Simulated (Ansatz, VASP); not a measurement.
**One calculation of RbBr, two programs**

INCAR

```
PREC = Accurate ; ENCUT = 600
EDIFF = 1E-7 ; ISMEAR = 0
SIGMA = 0.01 ; LREAL = F
LASPH = T ; NELM = 60
ALGO = Normal ; ISIF = 3
LWAVE = F ; LCHARG = F
GGA = PS ; IBRION = 2
NSW = 100 ; EDIFFG = -0.002
```

KPOINTS

```
Automatic mesh
0
Gamma
  6 6 6
```

File POSCAR:

```
RbBr
1.0
    4.1260773000      0.0000000000      0.0000000000
    0.0000000000      4.1260773000      0.0000000000
    0.0000000000      0.0000000000      4.1260773000
Rb Br
1 1
Direct
    0.0000000000      0.0000000000      0.0000000000
    0.5000000000      0.5000000000      0.5000000000
```

Input for Ansatz:

```yaml
crystal:
  lattice:
    - [4.1260773, 0.0, 0.0]
    - [0.0, 4.1260773, 0.0]
    - [0.0, 0.0, 4.1260773]
  atoms:
    - { symbol: Rb, position: [0.0, 0.0, 0.0] }
    - { symbol: Br, position: [0.5, 0.5, 0.5] }
kpoints:
  mp_grid: { grid: [6, 6, 6] }
scf:
  occupations: { method: fixed }
  n_extra_bands: 8
hamiltonian:
  xc: pbesol
  pseudopotentials: { kind: paw }
relax:
  f_tol: 0.002
  max_steps: 80
  cell: {}
output:
  forces: true
  stress: true
  write_density: true
  write_potential: true
  elf: true
  volumetric_format: npy
basis:
  ecutrho_ratio: 9
```

Alike in both runs: task relaxation of cell and atoms; functional PBEsol; k mesh 6 × 6 × 6; no spin polarisation.

```csv
,VASP,Ansatz
version,VASP 6.6.1,Ansatz 0.2.0
potentials or method,"VASP PAW PBE potentials, release 64 (Rb_sv, Br)","PAW with Ansatz's default frozen-core files, scalar-relativistic"
plane-wave cutoff (eV),600,420
occupations,"gaussian, width 0.01 eV",fixed
valence electrons in the cell,16,16
```

|  | VASP | Ansatz | Ansatz less VASP |
| --- | --- | --- | --- |
| gap on the k mesh at the Fermi level, each at its own relaxed structure (eV) | 4.02 | 4.04 | +0.019 |
| relaxed volume (Å³/atom) | 33.88 | 33.71 | -0.169 |
| relaxed cell length with the largest relative difference (Å) | 4.077 | 4.070 | -0.0068 |

VASP's potentials were made for PBE, not for PBEsol.
